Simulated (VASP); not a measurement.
Ru2C, 3 atoms in the cell. It takes space group Fm-3m (No. 225, cubic). The conventional cell has a = 5.081 Å, b = 5.081 Å, c = 5.081 Å, α = 90.00°, β = 90.00°, γ = 90.00°. Within 2.9 Å of Ru (site symmetry -43m) lie 4 C at 2.20 Å and 6 Ru at 2.54 Å. Within 2.9 Å of C (site symmetry m-3m) lie 8 Ru at 2.20 Å. 

```yaml
Program: VASP 6.6.1
Task: single point
Functional: PBE
Potentials_or_basis: VASP PAW PBE potentials, release 64 (Ru_pv, C)
Cutoff: 520 eV
k_mesh: 6 × 6 × 6
Occupations: gaussian, width 0.1 eV
Spin: no spin polarisation
Dipole_correction: no
Further_INCAR_settings: ALGO = Normal; EDIFF = 1e-07; NBANDS = 23
```

Potentials or basis: VASP PAW PBE potentials, release 64 (Ru_pv, C).

Command:

```bash
$ cat potpaw_PBE.64/Ru_pv/POTCAR potpaw_PBE.64/C/POTCAR > POTCAR
$ mpirun -np 1 vasp_std > vasp.out
```

Hardware: 1 thread of Intel Xeon 6975P-C, with other jobs on the host.

Problem. How long does it take, and how much memory?

Solution. Run time: 17 s on 1 thread of Intel Xeon 6975P-C (shared host), peak memory 0.16 GiB. Counts: scf iterations 14, k points 16.
